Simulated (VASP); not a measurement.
Here is a VASP 6.6.1 calculation.

The input INCAR:

```
SYSTEM = Tl12H
PREC = Accurate ; ENCUT = 520
EDIFF = 1E-6 ; ISMEAR = -1
SIGMA = 0.1 ; LREAL = .False.
LASPH = .True. ; NELM = 100
ALGO = Normal ; ISIF = 2
LWAVE = .False. ; LCHARG = .False.
GGA = PE ; NBANDS = 90
```

KPOINTS

```
Automatic mesh
0
Gamma
  2 2 3
  0 0 0
```

File POSCAR:

```
Tl12H
1.0
    6.9200000000      0.0000000000      0.0000000000
   -5.1900000000      8.9893440000      0.0000000000
    0.0000000000      0.0000000000      5.5325400000
Tl H
12 1
Direct
   -0.0146502220     -0.0011496865     -0.0080368760
    0.2010651469      0.2497126165      0.4881513425
   -0.0092294227      0.3304737751     -0.0112730949
    0.1624533080      0.5497170746      0.4911725246
   -0.0025200706      0.6675816157     -0.0061533425
    0.1766225878      0.8859737161      0.4919883786
    0.4906634745     -0.0005165477     -0.0095325877
    0.6670231034      0.2138318202      0.4891128546
    0.4949237104      0.3292259652     -0.0109126477
    0.6877908232      0.5611163615      0.4933860718
    0.4907006631      0.6574441868     -0.0090672572
    0.6461291464      0.8731973544      0.4901684761
    0.0053210516      0.0183078482      0.4859861579
```

Potentials or basis: VASP PAW PBE potentials, release 64 (Tl_d, H).

Launch:

```console
$ cat potpaw_PBE.64/Tl_d/POTCAR potpaw_PBE.64/H/POTCAR > POTCAR
$ mpirun -np 1 vasp_std > vasp.out
```

Q: Estimate the band gap on the k mesh.

A: Zero (an odd number of electrons rules out a gap without spin polarisation).

Q: Estimate the largest force.

A: 0.027 eV/Å.

Q: What does it give for the pressure?

A: 4.3 GPa.

Forces on the atoms (eV/Å):
```
Tl   0.005  0.011 -0.025
Tl  -0.007 -0.012  0.015
Tl  -0.002 -0.009  0.004
Tl   0.003  0.002 -0.001
Tl  -0.008 -0.001 -0.012
Tl  -0.011 -0.013  0.006
Tl   0.000  0.017 -0.001
Tl   0.012  0.006  0.003
Tl  -0.001 -0.005  0.004
Tl   0.002  0.014 -0.012
Tl   0.000  0.010  0.004
Tl   0.014 -0.003  0.009
H   -0.008 -0.018  0.006
```

Caveat: the k points lie up to 0.46 Å⁻¹ apart, too coarse for converged energies and pressures of a metal; spin-orbit coupling is left out, which moves the levels of the heavy elements.
